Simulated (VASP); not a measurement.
Crystal: Mg3B.

```
Mg B
1.0
    -1.91448    1.91448    4.27650
     1.91448   -1.91448    4.27650
     1.91448    1.91448   -4.27650
Mg B
3 1
Direct
  0.50000 0.50000 0.00000
  0.25000 0.75000 0.50000
  0.75000 0.25000 0.50000
  0.00000 0.00000 0.00000
```

| Quantity | Value |
| --- | --- |
| Program | VASP 6.6.1 |
| Task | relaxation of cell and atoms |
| Functional | PBE |
| Potentials or basis | VASP PAW PBE potentials, release 64 (Mg, B) |
| Cutoff | 600 eV |
| k mesh | 6 × 6 × 6 |
| Occupations | gaussian, width 0.1 eV |
| Spin | no spin polarisation |

At the start: pressure 5.5 GPa; volume 15.67 Å³/atom.

How do energy, volume and symmetry change on relaxing?

Over 8 steps the energy falls by 37.1 meV/atom and the volume is 16.87 Å³/atom (+7.6 %); space group I4/mmm (No. 139, to 0.05 Å).

The path:
| step | energy change (eV) | largest force (eV/Å) | pressure (GPa) | volume (Å³) |
| --- | --- | --- | --- | --- |
| 1 | 0.0000 | 0.0000 | 5.46 | 62.70 |
| 2 | -0.1213 | 0.0000 | 0.48 | 67.65 |
| 3 | -0.1267 | 0.0000 | -0.77 | 69.24 |
| 4 | -0.1268 | 0.0000 | -0.64 | 69.07 |
| 5 | -0.1381 | 0.0000 | -0.44 | 68.68 |
| 6 | -0.1444 | 0.0000 | -0.19 | 68.26 |
| 7 | -0.1483 | 0.0000 | 0.38 | 67.39 |
| 8 | -0.1484 | 0.0000 | 0.31 | 67.49 |

Final structure:
```cif
data_structure
_symmetry_space_group_name_H-M 'P 1'
_symmetry_Int_Tables_number 1
_cell_length_a 5.0070
_cell_length_b 5.0070
_cell_length_c 5.0070
_cell_angle_alpha 132.228
_cell_angle_beta 132.228
_cell_angle_gamma 69.868
_cell_volume 67.49
loop_
_atom_site_label
_atom_site_type_symbol
_atom_site_fract_x
_atom_site_fract_y
_atom_site_fract_z
_atom_site_occupancy
Mg1 Mg 0.50000 0.50000 0.00000 1
Mg2 Mg 0.25000 0.75000 0.50000 1
Mg3 Mg 0.75000 0.25000 0.50000 1
B1 B 0.00000 0.00000 0.00000 1
```

Caveat: the k points lie up to 0.37 Å⁻¹ apart in the final cell.
